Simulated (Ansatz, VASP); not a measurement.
## Ir: VASP beside Ansatz

```
Ir
1.0
     2.71896    0.00000    0.00000
    -1.35948    2.35469    0.00000
     0.00000    0.00000    4.40777
Ir
2
Direct
  0.66667 0.33333 0.75000
  0.33333 0.66667 0.25000
```

Alike in both runs: functional PBEsol; k mesh 18 × 18 × 10; occupations gaussian, width 0.1 eV; no spin polarisation.

Ansatz relaxed the structure, and its values are those at the end. VASP's run is a single point on that final structure, the one shown.

```csv
,VASP,Ansatz
version,VASP 6.6.1,Ansatz 0.2.0
potentials or method,"VASP PAW PBE potentials, release 64 (Ir), cutoff 520 eV","scalar-relativistic, plane waves, PAW"
valence electrons in the cell,18,34
```

Ansatz gave:

* gap on the k mesh at the Fermi level (eV): none
* pressure (GPa): 0.0

Problem. Estimate VASP's values.

Solution. gap on the k mesh at the Fermi level (eV): none; pressure (GPa): 1.0.

VASP's potentials were made for PBE, not for PBEsol. A gap of «none» marks a metal or a gap that the smearing closes. With one functional, cell and mesh, what is left measures potentials, basis and numerics. VASP's potentials hold 18 valence electrons a cell and Ansatz's 34, so a difference there can come from the potentials and not from the codes.

Neither program's run includes spin-orbit coupling.
